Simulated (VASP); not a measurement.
# Al12O in VASP: a series of runs

Al12O is run at these levels: LDA; tasks: relaxation of the atoms.

All numbers are computed with VASP 6.6.1; they aren't measurements. Logs are shortened: lines on timing, memory, paths and dates and some standing lists are left out, and cuts for length are marked.

## Step 1: The cell of the first run

The cell holds a slab with vacuum, 13 atoms: a = 5.634 Å, b = 5.634 Å, c = 19.604 Å, α = 90.00°, β = 90.00°, γ = 90.00°.

## Step 2: Relaxation of the atoms, LDA

INCAR reads:

```
SYSTEM = Al12O
PREC = Accurate
ENCUT = 520
EDIFF = 1E-7
ISMEAR = 0
SIGMA = 0.1
LREAL = .False.
LASPH = .True.
NELM = 120
ALGO = Normal
ISIF = 2
LWAVE = .False.
LCHARG = .False.
LDIPOL = .True.
IDIPOL = 3
DIPOL = 0.5 0.5 0.321
GGA = CA
IBRION = 2
NSW = 36
EDIFFG = -0.025
GGA_COMPAT = .False.
NELMIN = 4
NELMDL = -8
KPAR = 4
```

KPOINTS reads:

```
Automatic mesh
0
Gamma
  5 5 1
  0 0 0
```

POSCAR reads:

```
Al12O
1.0
    5.6336864732      0.0000000000      0.0000000000
    0.0000000000      5.6336864732      0.0000000000
    0.0000000000      0.0000000000     19.6042971194
Al O
12 1
Selective dynamics
Direct
    0.2500000000      0.2500000000      0.2040368994  F F F
    0.2500000000      0.7500000000      0.2040368994  F F F
    0.7500000000      0.2500000000      0.2040368994  F F F
    0.7500000000      0.7500000000      0.2040368994  F F F
    0.0000000000      0.0000000000      0.3086956408  F F F
    0.0000000000      0.5000000000      0.3086956408  F F F
    0.5000000000      0.0000000000      0.3086956408  F F F
    0.5000000000      0.5000000000      0.3086956408  F F F
    0.2500000000      0.2500000000      0.4133939141  F F F
    0.2500000000      0.7500000000      0.4133939141  F F F
    0.7500000000      0.2500000000      0.4133939141  F F F
    0.7500000000      0.7500000000      0.4133939141  F F F
    0.2500000000      0.5000000000      0.4621051787  F F T
```

Potentials or basis: VASP PAW LDA potentials, release 64 (Al, O).

On the command line:

```
$ cat potpaw_LDA.64/Al/POTCAR potpaw_LDA.64/O/POTCAR > POTCAR
$ mpirun -np 4 vasp_std > vasp.out
```

OUTCAR:

```text
SYSTEM = Al12O
   PREC = Accurate
   ENCUT = 520
   EDIFF = 1E-7
   ISMEAR = 0
   LREAL = .False.
   LASPH = .True.
   NELM = 120
   ISIF = 2
   GGA = CA
   IBRION = 2
   NSW = 36
   EDIFFG = -0.025
   NELMIN = 4
   NELMDL = -8

 ion  position               nearest neighbor table
   1  0.250  0.250  0.204-   2 2.82   3 2.82   2 2.82   3 2.82   7 2.86   8 2.86   5 2.86   6 2.86

   2  0.250  0.750  0.204-   1 2.82   4 2.82   1 2.82   4 2.82   7 2.86   8 2.86   5 2.86   6 2.86

   3  0.750  0.250  0.204-   1 2.82   4 2.82   4 2.82   1 2.82   7 2.86   8 2.86   5 2.86   6 2.86
[... 4 lines left out ...]
                            11 2.86  12 2.86   9 2.86  10 2.86
   6  0.000  0.500  0.309-   5 2.82   8 2.82   5 2.82   8 2.82   1 2.86   2 2.86   3 2.86   4 2.86
                            11 2.86  12 2.86   9 2.86  10 2.86
   7  0.500  0.000  0.309-   5 2.82   8 2.82   8 2.82   5 2.82   1 2.86   2 2.86   3 2.86   4 2.86
                            11 2.86  12 2.86   9 2.86  10 2.86
   8  0.500  0.500  0.309-   6 2.82   7 2.82   7 2.82   6 2.82   1 2.86   2 2.86   3 2.86   4 2.86
                            11 2.86  12 2.86   9 2.86  10 2.86
   9  0.250  0.250  0.413-  13 1.70  11 2.82  10 2.82  10 2.82  11 2.82   6 2.86   7 2.86   8 2.86
                             5 2.86
  10  0.250  0.750  0.413-  13 1.70  12 2.82   9 2.82   9 2.82  12 2.82   6 2.86   7 2.86   8 2.86
                             5 2.86
  11  0.750  0.250  0.413-   9 2.82  12 2.82  12 2.82   9 2.82   5 2.86   6 2.86   7 2.86   8 2.86

  12  0.750  0.750  0.413-  10 2.82  11 2.82  11 2.82  10 2.82   5 2.86   6 2.86   7 2.86   8 2.86

  13  0.250  0.500  0.462-   9 1.70  10 1.70

  LATTYP: Found a simple tetragonal cell.
 ALAT       =     5.6336864732
 C/A-ratio  =     3.4798346008

  Lattice vectors:

 A1 = (   5.6336864732,   0.0000000000,   0.0000000000)
 A2 = (   0.0000000000,   5.6336864732,   0.0000000000)
 A3 = (   0.0000000000,   0.0000000000,  19.6042971194)

Analysis of symmetry for initial positions (statically):
=====================================================================
 Subroutine PRICEL returns:
 Original cell was already a primitive cell.

 Routine SETGRP: Setting up the symmetry group for a
 simple tetragonal supercell.

 Subroutine GETGRP returns: Found  4 space group operations
 (whereof  2 operations were pure point group operations)
 out of a pool of 16 trial point group operations.

The static configuration has the point symmetry C_1h.
 The point group associated with its full space group is C_2v.

Analysis of symmetry for dynamics (positions and initial velocities):
=====================================================================
 Subroutine PRICEL returns:
 Original cell was already a primitive cell.

 Routine SETGRP: Setting up the symmetry group for a
 simple tetragonal supercell.

 Subroutine GETGRP returns: Found  4 space group operations
 (whereof  2 operations were pure point group operations)
 out of a pool of 16 trial point group operations.

The dynamic configuration has the point symmetry C_1h.
 The point group associated with its full space group is C_2v.

Analysis of constrained symmetry for selective dynamics:
=====================================================================
 Subroutine PRICEL returns:
 Original cell was already a primitive cell.

 Routine SETGRP: Setting up the symmetry group for a
 simple tetragonal supercell.

 Subroutine GETGRP returns: Found  4 space group operations
 (whereof  2 operations were pure point group operations)
 out of a pool of 16 trial point group operations.

The constrained configuration has the point symmetry C_1h.
 The point group associated with its full space group is C_2v.

 Subroutine INISYM returns: Found  4 space group operations
 (whereof  2 operations are pure point group operations),
 and found     1 'primitive' translations

----------------------------------------------------------------------------------------

                                     Primitive cell

  volume of cell :     622.2095

  direct lattice vectors                    reciprocal lattice vectors
     5.633686473  0.000000000  0.000000000     0.177503666  0.000000000  0.000000000
     0.000000000  5.633686473  0.000000000     0.000000000  0.177503666  0.000000000
     0.000000000  0.000000000 19.604297119     0.000000000  0.000000000  0.051009225

[... 48 lines left out ...]

  Length of vectors
     0.035500733  0.035500733  0.051009225

  Shift w.r.t. Gamma in fractional coordinates (k-lattice)
     0.000000000  0.000000000  0.000000000

 Subroutine IBZKPT returns following result:
 ===========================================

 Found      9 irreducible k-points:

 Following reciprocal coordinates:
            Coordinates               Weight
  0.000000  0.000000  0.000000      1.000000
  0.200000  0.000000  0.000000      2.000000
  0.000000  0.200000  0.000000      2.000000
  0.400000  0.000000  0.000000      2.000000
  0.000000  0.400000  0.000000      2.000000
  0.200000  0.200000  0.000000      4.000000
  0.400000  0.200000  0.000000      4.000000
 -0.200000  0.400000  0.000000      4.000000
  0.400000  0.400000  0.000000      4.000000
   k-points           NKPTS =      9   k-points in BZ     NKDIM =      9   number of bands    NBANDS=     28
   number of dos      NEDOS =    301   number of ions     NIONS =     13
   total plane-waves  NPLWV = 264600
   dimension x,y,z NGX =    42 NGY =   42 NGZ =  150
   dimension x,y,z NGXF=    84 NGYF=   84 NGZF=  300
   ions per type =              12   1
   NGX,Y,Z   is equivalent  to a cutoff of  12.39, 12.39, 12.72 a.u.
   NGXF,Y,Z  is equivalent  to a cutoff of  24.79, 24.79, 25.44 a.u.
 SYSTEM =  Al12O
   PREC   = accura    normal or accurate (medium, high low for compatibility)
   ISTART =      0    job   : 0-new  1-cont  2-samecut
   ICHARG =      2    charge: 1-file 2-atom 10-const
   ISPIN  =      1    spin polarized calculation?
   LNONCOLLINEAR =      F non collinear calculations
   LSORBIT =      F    spin-orbit coupling
   LASPH  =      T    aspherical Exc in radial PAW
   ENCUT  =  520.0 eV  38.22 Ry    6.18 a.u.  10.47 10.47 36.45*2*pi/ulx,y,z
   NELM   =    120;   NELMIN=  4; NELMDL= -8     # of ELM steps
   EDIFF  = 0.1E-06   stopping-criterion for ELM
   LREAL  =      F    real-space projection
   EDIFFG = -.3E-01   stopping-criterion for IOM
   NSW    =     36    number of steps for IOM
   IBRION =      2    ionic relax: 0-MD 1-quasi-New 2-CG
   NFREE  =      1    steps in history (QN), initial steepest desc. (CG)
   ISIF   =      2    stress and relaxation
   ISYM   =      2    0-nonsym 1-usesym 2-fastsym
   POTIM  = 0.5000    time-step for ionic-motion
   TEBEG  =    0.0;   TEEND  =   0.0 temperature during run
   PSTRESS=    0.0 pullay stress
   NELECT =      42.0000    total number of electrons
   NUPDOWN=      -1.0000    fix difference up-down
   EMIN   =  10.00;   EMAX   =-10.00  energy-range for DOS
   EFERMI =   0.00;   METHOD = LEGACY
   ISMEAR =     0;   SIGMA  =   0.10  broadening in eV -4-tet -1-fermi 0-gaus
   EFERMI_NEDOS =   21; number of points for ismear=-14 and -15
   IALGO  =     38    algorithm
   IMIX   =      4    mixing-type and parameters
     AMIX     =   0.40;   BMIX     =  1.00
     AMIX_MAG =   1.60;   BMIX_MAG =  1.00
  volume/ion in A,a.u.               =      47.86       322.99
  Fermi-wavevector in a.u.,A,eV,Ry     =   0.666570  1.259635  6.045279  0.444315
  Thomas-Fermi vector in A             =   1.740912
   LORBIT       =      0    0 simple, 1 ext, 2 COOP (PROOUT), +10 PAW based schemes
   GGA     = CA    functional components
   LHFCALC =     F    Hartree Fock is set to
   AEXX    =    0.0000 exact exchange contribution
   IVDW    =     0    specifies the selected vdW correction
   LEPSILON=     F    determine dielectric tensor
   LRPA    =     F    only Hartree local field effects (RPA)
 conjugate gradient relaxation of ions
 non-spin polarized calculation
 Gauss-broadening in eV      SIGMA  =   0.10
  energy-cutoff  :      520.00
  volume of cell :      622.21
 maximum number of plane-waves:     16799
 NGX is ok and might be reduce to    42
   NGX = 21   NGY = 21   NGZ = 73

 dipolmoment           0.000000      0.000000     -0.094554 electrons x Angstroem

--------------------------------------- Ionic step        1  -------------------------------------------

 number of electron      41.9999993 magnetization

 Free energy of the ion-electron system (eV)
  ---------------------------------------------------
  ext. energy  EPLUGINS =         0.00000000
  ---------------------------------------------------
  free energy    TOTEN  =       -55.09838985 eV

  energy without entropy =      -55.04965069  energy(sigma->0) =      -55.07402027

------------------------ aborting loop because EDIFF is reached ----------------------------------------

  FORCE on cell =-STRESS in cart. coord.  units (eV):
  Direction    XX          YY          ZZ          XY          YZ          ZX
  --------------------------------------------------------------------------------------
  -------------------------------------------------------------------------------------
  Total       -4.7184548     -6.8206332      1.0153774      0.0000000      0.0000000      0.0000000
  in kB      -12.1499294    -17.5629980      2.6145770      0.0000000      0.0000000      0.0000000
  external PRESSURE =      -9.0327835 kB  Pullay stress =       0.0000000 kB
[... 81 lines left out ...]
--------------------------------------- Ionic step        3  -------------------------------------------

 number of electron      41.9999993 magnetization

 dipolmoment           0.000000      0.000000      0.103549 electrons x Angstroem

 Free energy of the ion-electron system (eV)
  ---------------------------------------------------
  ext. energy  EPLUGINS =         0.00000000
  ---------------------------------------------------
  free energy    TOTEN  =       -55.12961294 eV

  energy without entropy =      -55.08109109  energy(sigma->0) =      -55.10535201

 E-fermi :  -0.7346     XC(G=0):  -4.3558

 val. band max:       -0.7359925688   @ k =  -0.2000   0.4000   0.0000
 cond. band min:      -0.7220387888   @ k =  -0.2000   0.4000   0.0000
 fundamental gap:      0.0139537800
 Fermi energy:        -0.7345811183

 k-point     1 :       0.0000    0.0000    0.0000
  band No.  band energies     occupation
      1     -19.0859      2.00000
      2     -11.0099      2.00000
      3      -8.7270      2.00000
      4      -7.0120      2.00000
      5      -6.5870      2.00000
      6      -6.5703      2.00000
[... 268 lines left out ...]
     27       0.9712      0.00000
     28       1.6681      0.00000

------------------------ aborting loop because EDIFF is reached ----------------------------------------

 vacuum level on the upper side and lower side of the slab       (xc-potential included)         0.278        -0.299

  FORCE on cell =-STRESS in cart. coord.  units (eV):
  Direction    XX          YY          ZZ          XY          YZ          ZX
  --------------------------------------------------------------------------------------
  -------------------------------------------------------------------------------------
  Total       -4.8350454     -8.6010214     -0.1383201      0.0000000      0.0000000      0.0000000
  in kB      -12.4501481    -22.1474632     -0.3561715      0.0000000      0.0000000      0.0000000
  external PRESSURE =     -11.6512609 kB  Pullay stress =       0.0000000 kB
[... 28 lines left out ...]
  FREE ENERGIE OF THE ION-ELECTRON SYSTEM (eV)
  ---------------------------------------------------
  free  energy   TOTEN  =       -55.1296129389 eV

  energy  without entropy=      -55.0810910891  energy(sigma->0) =      -55.10535201

 reached required accuracy - stopping structural energy minimisation

 vacuum level on the upper side and lower side of the slab         4.449         3.856
```

Wall time 2.5 min (4 MPI ranks of AMD EPYC 9R45 (Zen 5), shared host); peak memory 0.5 GiB.

What came out:

```yaml
Free_energy: -55.1296 eV
Energy_gained_by_relaxing: 2.4 meV/atom
Ionic_steps: 3
Band_gap_on_the_k_mesh: zero (bands 21 and 22 overlap by 0.79 eV)
```

Step by step:
| step | energy change (eV) | largest force on free atoms (eV/Å) | pressure (GPa) |
| --- | --- | --- | --- |
| 1 | 0.0000 | 0.9800 | -0.90 |
| 2 | -0.0290 | 0.2543 | -1.10 |
| 3 | -0.0312 | 0.0014 | -1.17 |

Final structure:
```
CELL_PARAMETERS angstrom
5.63369 0.00000 0.00000
0.00000 5.63369 0.00000
0.00000 0.00000 19.60430
ATOMIC_POSITIONS crystal
Al 0.25000 0.25000 0.20404
Al 0.25000 0.75000 0.20404
Al 0.75000 0.25000 0.20404
Al 0.75000 0.75000 0.20404
Al 0.00000 0.00000 0.30870
Al 0.00000 0.50000 0.30870
Al 0.50000 0.00000 0.30870
Al 0.50000 0.50000 0.30870
Al 0.25000 0.25000 0.41339
Al 0.25000 0.75000 0.41339
Al 0.75000 0.25000 0.41339
Al 0.75000 0.75000 0.41339
O 0.25000 0.50000 0.46539
```

## Step 3: Relaxation of the atoms, LDA

INCAR reads:

```
SYSTEM = Al12O
PREC = Accurate
ENCUT = 520
EDIFF = 1E-6
ISMEAR = 0
SIGMA = 0.1
LREAL = .FALSE.
LASPH = .TRUE.
NELM = 80
ALGO = Fast
ISIF = 2
LWAVE = .FALSE.
LCHARG = .FALSE.
LDIPOL = .TRUE.
IDIPOL = 3
DIPOL = 0.5 0.5 0.321
IBRION = 2
NSW = 36
EDIFFG = -0.025
```

KPOINTS reads:

```
Automatic mesh
0
G
  5 5 1
  0 0 0
```

POSCAR is that of step 2.

Potentials or basis: VASP PAW LDA potentials, release 64 (Al, O).

On the command line:

```
$ cat potpaw_LDA.64/Al/POTCAR potpaw_LDA.64/O/POTCAR > POTCAR
$ mpirun -np 1 vasp_std > vasp.out
```

OUTCAR:

```text
SYSTEM = Al12O
   PREC = Accurate
   ENCUT = 520
   EDIFF = 1E-6
   ISMEAR = 0
   LREAL = .FALSE.
   LASPH = .TRUE.
   NELM = 80
   ISIF = 2
   IBRION = 2
   NSW = 36
   EDIFFG = -0.025

 ion  position               nearest neighbor table
   1  0.250  0.250  0.204-   2 2.82   3 2.82   2 2.82   3 2.82   7 2.86   8 2.86   5 2.86   6 2.86

   2  0.250  0.750  0.204-   1 2.82   4 2.82   1 2.82   4 2.82   7 2.86   8 2.86   5 2.86   6 2.86

   3  0.750  0.250  0.204-   1 2.82   4 2.82   4 2.82   1 2.82   7 2.86   8 2.86   5 2.86   6 2.86
[... 4 lines left out ...]
                            11 2.86  12 2.86   9 2.86  10 2.86
   6  0.000  0.500  0.309-   5 2.82   8 2.82   5 2.82   8 2.82   1 2.86   2 2.86   3 2.86   4 2.86
                            11 2.86  12 2.86   9 2.86  10 2.86
   7  0.500  0.000  0.309-   5 2.82   8 2.82   8 2.82   5 2.82   1 2.86   2 2.86   3 2.86   4 2.86
                            11 2.86  12 2.86   9 2.86  10 2.86
   8  0.500  0.500  0.309-   6 2.82   7 2.82   7 2.82   6 2.82   1 2.86   2 2.86   3 2.86   4 2.86
[... 334 lines left out ...]
 Fermi energy:        -0.7344838653

 k-point     1 :       0.0000    0.0000    0.0000
  band No.  band energies     occupation
      1     -19.0857      2.00000
      2     -11.0098      2.00000
      3      -8.7269      2.00000
      4      -7.0118      2.00000
      5      -6.5869      2.00000
      6      -6.5702      2.00000
[... 268 lines left out ...]
     27       0.9713      0.00000
     28       1.6688      0.00000

------------------------ aborting loop because EDIFF is reached ----------------------------------------

 vacuum level on the upper side and lower side of the slab       (xc-potential included)         0.281        -0.299

  FORCE on cell =-STRESS in cart. coord.  units (eV):
  Direction    XX          YY          ZZ          XY          YZ          ZX
  --------------------------------------------------------------------------------------
  -------------------------------------------------------------------------------------
  Total       -4.8362308     -8.6018189     -0.1395487      0.0000000      0.0000000      0.0000000
  in kB      -12.4532004    -22.1495167     -0.3593352      0.0000000      0.0000000      0.0000000
  external PRESSURE =     -11.6540175 kB  Pullay stress =       0.0000000 kB
[... 28 lines left out ...]
  FREE ENERGIE OF THE ION-ELECTRON SYSTEM (eV)
  ---------------------------------------------------
  free  energy   TOTEN  =       -55.1296121675 eV

  energy  without entropy=      -55.0810912219  energy(sigma->0) =      -55.10535169

 reached required accuracy - stopping structural energy minimisation

 vacuum level on the upper side and lower side of the slab         4.454         3.861
```

It took 13 min on 1 thread of Oxide Virtual Turin-like, shared host; peak memory 0.44 GiB.

What came out:

```yaml
Free_energy: -55.1296 eV
Energy_gained_by_relaxing: 2.4 meV/atom
Ionic_steps: 3
Band_gap_on_the_k_mesh: zero (bands 21 and 22 overlap by 0.79 eV)
```

Step by step:
| step | energy change (eV) | largest force on free atoms (eV/Å) | pressure (GPa) |
| --- | --- | --- | --- |
| 1 | 0.0000 | 0.9803 | -0.90 |
| 2 | -0.0290 | 0.2540 | -1.10 |
| 3 | -0.0312 | 0.0021 | -1.17 |

Final structure:
```yaml
crystal:
  lattice:
    - [5.63369, 0.00000, 0.00000]
    - [0.00000, 5.63369, 0.00000]
    - [0.00000, 0.00000, 19.60430]
  atoms:
    - { symbol: Al, position: [0.25000, 0.25000, 0.20404] }
    - { symbol: Al, position: [0.25000, 0.75000, 0.20404] }
    - { symbol: Al, position: [0.75000, 0.25000, 0.20404] }
    - { symbol: Al, position: [0.75000, 0.75000, 0.20404] }
    - { symbol: Al, position: [0.00000, 0.00000, 0.30870] }
    - { symbol: Al, position: [0.00000, 0.50000, 0.30870] }
    - { symbol: Al, position: [0.50000, 0.00000, 0.30870] }
    - { symbol: Al, position: [0.50000, 0.50000, 0.30870] }
    - { symbol: Al, position: [0.25000, 0.25000, 0.41339] }
    - { symbol: Al, position: [0.25000, 0.75000, 0.41339] }
    - { symbol: Al, position: [0.75000, 0.25000, 0.41339] }
    - { symbol: Al, position: [0.75000, 0.75000, 0.41339] }
    - { symbol: O, position: [0.25000, 0.50000, 0.46539] }
```
